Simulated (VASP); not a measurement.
Runs of VASP 6.6.1 on Al2Cu. The structure is that of space group I4/mcm (No. 140), or close to it. The cells are those of the table. 

| cell | k mesh | cutoff (eV) | gap on the mesh (eV) | pressure (GPa) | largest force (eV/Å) |
| --- | --- | --- | --- | --- | --- |
| a = 5.962, b = 5.962, c = 4.925 Å, 12 atoms | 6 × 6 × 8 | 520 | none | -0.6 | 0.05 |
| a = 4.822, b = 5.996, c = 5.996 Å, 12 atoms | 8 × 6 × 6 | 600 | none | (a) | 0.01 |
| a = 6.023, b = 6.023, c = 4.732 Å, 12 atoms | 6 × 6 × 8 | 520 | none | (b) | - |
| a = 6.039, b = 6.039, c = 4.684 Å, 12 atoms | 6 × 6 × 8 | 520 | none | 2.1 | - |
| a = 6.007, b = 6.007, c = 4.780 Å, 12 atoms | 6 × 6 × 8 | 520 | none | 0.9 | (c) |

Alike in all rows: task single point; level PBEsol; potentials or basis VASP PAW PBE potentials, release 64 (Al, Cu); no spin polarisation; smearing gaussian 0.1 eV.

Task: Estimate the missing entries.

Result: (a) 0.3; (b) 1.5; (c) 0.07.

Caveats: the PAW data sets were made with another functional, which shifts forces and pressure a little.

A gap of «none» marks levels without a gap at the run's occupations.
